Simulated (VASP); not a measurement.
Set up this calculation in VASP 6.6.1, as the native input.

| Item | Value |
| --- | --- |
| Task | single point |
| Functional | PBE |
| Potentials or basis | VASP PAW PBE potentials, release 64 (Hf_pv, Sn_d, Se) |
| Cutoff | 520 eV |
| k mesh | 6 × 10 × 6 |
| Occupations | gaussian, width 0.1 eV |
| Spin | no spin polarisation |
| Dipole correction | no |
| Further INCAR settings | ALGO = Normal; EDIFF = 1e-06; NBANDS = 33 |

The structure of HfSnSe4 lies in POSCAR:

```
HfSnSe4
1.0
    6.7498096000      0.0000000000      0.0000000000
    0.0000000000      3.7814498000      0.0000000000
   -0.1650483000      0.0000000000      7.1129297000
Hf Sn Se
1 1 4
Direct
    0.5000000000      0.5000000000      0.0000000000
    0.0000000000      0.0000000000      0.0000000000
    0.3374020000      0.0000000000      0.7760260000
    0.8226690000      0.5000000000      0.7771670000
    0.1773310000      0.5000000000      0.2228330000
    0.6625980000      0.0000000000      0.2239740000
```

The input as run:

INCAR

```
SYSTEM = HfSnSe4
ALGO     = Normal         ! electronic algorithm
EDIFF    = 1E-6           ! SCF threshold, eV
ENCUT    = 520            ! plane-wave cutoff, eV
GGA      = PE             ! functional
ISIF     = 2              ! what is computed and relaxed
ISMEAR   = 0              ! smearing method
LASPH    = .TRUE.         ! aspherical terms in the spheres
LCHARG   = .FALSE.        ! write CHGCAR
LREAL    = .FALSE.        ! projectors in reciprocal space
LWAVE    = .FALSE.        ! write WAVECAR
NBANDS   = 33             ! bands
NELM     = 80             ! most SCF steps
PREC     = Accurate       ! precision mode
SIGMA    = 0.1            ! smearing width, eV
```

KPOINTS

```
k-points
0
G
  6 10 6
  0 0 0
```

Potentials or basis: VASP PAW PBE potentials, release 64 (Hf_pv, Sn_d, Se).

Command:

```console
$ cat potpaw_PBE.64/Hf_pv/POTCAR potpaw_PBE.64/Sn_d/POTCAR potpaw_PBE.64/Se/POTCAR > POTCAR
$ mpirun -np 1 vasp_std > vasp.out
```

Results of the run:

* Pressure: -0.1 GPa
* Largest force: 0.038 eV/Å
* Band gap on the k mesh: zero (bands 24 and 25 overlap by 0.43 eV)

Caveat: spin-orbit coupling is left out, which moves the levels of the heavy elements; this functional lacks dispersion, which binds the layers, so the pressure and a relaxed spacing across them are unreliable.

Run time: 13 min on 1 thread of AMD EPYC 9R45 (Zen 5) (shared host), peak memory 0.72 GiB.
